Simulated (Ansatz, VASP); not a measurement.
# One calculation of HfB, two programs

```
Hf B
1.0
     0.00000    2.39348    2.39348
     2.39348    0.00000    2.39348
     2.39348    2.39348    0.00000
Hf B
1 1
Direct
  0.50000 0.50000 0.50000
  0.00000 0.00000 0.00000
```

Alike in both runs: functional PBEsol; k mesh 8 × 8 × 8; occupations gaussian, width 0.1 eV; no spin polarisation.

Ansatz relaxed the structure, and its values are those at the end. VASP's run is a single point on that final structure, the one shown.

```csv
,VASP,Ansatz
version,VASP 6.6.1,Ansatz 0.2.0
potentials or method,"VASP PAW PBE potentials, release 64 (Hf_pv, B), cutoff 520 eV","scalar-relativistic, plane waves, PAW"
valence electrons in the cell,13,29
```

Ansatz gave:

- gap on the k mesh at the Fermi level (eV): none
- pressure (GPa): 0.1

Question: Which values does VASP return?

Answer: gap on the k mesh at the Fermi level (eV): none; pressure (GPa): 0.4.

VASP's potentials were made for PBE, not for PBEsol. A gap of «none» marks a metal or a gap that the smearing closes. VASP's potentials hold 13 valence electrons a cell and Ansatz's 29, so a difference there can come from the potentials and not from the codes.

Neither program's run includes spin-orbit coupling.
